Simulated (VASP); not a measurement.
BeTe: relaxation of cell and atoms with PBE

The system is BeTe.

```
Be Te
1.0
     3.57508    0.00000    0.00000
     0.00000    3.57508    0.00000
     0.00000    0.00000    5.21544
Be Te
1 1
Cartesian
  0.0000 0.0000 0.0000
  1.7875 1.7875 0.0000
```

| Property | Result |
| --- | --- |
| Program | VASP 6.6.1 |
| Task | relaxation of cell and atoms |
| Functional | PBE |
| Potentials or basis | VASP PAW PBE potentials, release 64 (Be, Te) |
| Cutoff | 600 eV |
| k mesh | 16 × 16 × 12 |
| Occupations | gaussian, width 0.1 eV |
| Spin | no spin polarisation |
| Dipole correction | no |
| Further INCAR settings | ALGO = Normal; EDIFF = 1e-06; IBRION = 2; EDIFFG = -0.01; NSW = 100; ISIF = 3 |

```
Relaxed cell                           : a = 3.573 Å, b = 3.573 Å, c = 5.577 Å, α = 90.00°, β = 90.00°, γ = 90.00°
Space group after relaxing (to 0.05 Å) : P4/mmm (No. 123)
Energy gained by relaxing              : 0.3 meV/atom
Ionic steps                            : 16
Pressure after relaxing                : 0.0 GPa
Band gap on the k mesh                 : zero (band 4 reaches 2.48 eV, above the bottom of band 5 at 1.13 eV)
```

Step by step:
```csv
step,energy change (eV),largest force (eV/Å),pressure (GPa),volume (Å³)
1,0.0000,0.0000,-0.02,66.66
2,0.0000,0.0000,0.05,66.61
3,0.0000,0.0000,0.04,66.62
4,0.0000,0.0000,0.04,66.68
5,-0.0001,0.0000,0.04,66.84
6,-0.0002,0.0000,0.01,67.17
7,-0.0004,0.0000,-0.02,67.82
8,-0.0005,0.0000,-0.08,69.13
9,-0.0004,0.0000,-0.19,71.75
10,-0.0006,0.0000,-0.13,70.20
11,-0.0006,0.0000,-0.12,70.23
12,-0.0006,0.0000,-0.11,70.31
13,-0.0006,0.0000,-0.08,70.48
14,-0.0007,0.0000,-0.03,70.81
15,-0.0006,0.0000,0.08,71.48
16,-0.0007,0.0000,0.02,71.19
```

Final structure:
```yaml
crystal:
  lattice:
    - [3.57280, 0.00000, 0.00000]
    - [0.00000, 3.57280, 0.00000]
    - [0.00000, 0.00000, 5.57675]
  atoms:
    - { symbol: Be, position: [0.00000, 0.00000, 0.00000] }
    - { symbol: Te, position: [0.50000, 0.50000, 0.00000] }
```

Levels at points of the mesh, in eV from the Fermi level:
```tsv
k point	band 1	band 2	band 3	band 4	band 5	band 6	band 7	band 8
(0.00, 0.00, 0.00)	-12.06	-2.73	-1.27	-1.27	2.17	3.45	5.12	5.94
(0.50, 0.00, 0.00)	-10.91	-5.99	-1.03	0.94	1.83	3.18	4.31	5.75
(0.50, 0.50, 0.00)	-9.56	-4.88	-4.88	-1.04	0.05	3.39	6.27	6.27
(0.00, 0.00, 0.50)	-12.05	-3.12	-1.26	-1.26	2.44	5.18	5.54	6.42
(0.50, 0.00, 0.50)	-10.90	-5.96	-1.34	0.96	1.30	3.19	4.35	6.48
(0.50, 0.50, 0.50)	-9.55	-4.86	-4.86	-0.98	-0.18	3.06	5.39	5.39
```

It took 16 min on 1 thread of AMD EPYC 7R43 64-Core Processor (Zen 3) (shared host), peak memory 0.37 GiB.

Caveat: spin-orbit coupling is left out, which moves the levels of the heavy elements; this functional lacks dispersion, which binds the layers, so the pressure and a relaxed spacing across them are unreliable.
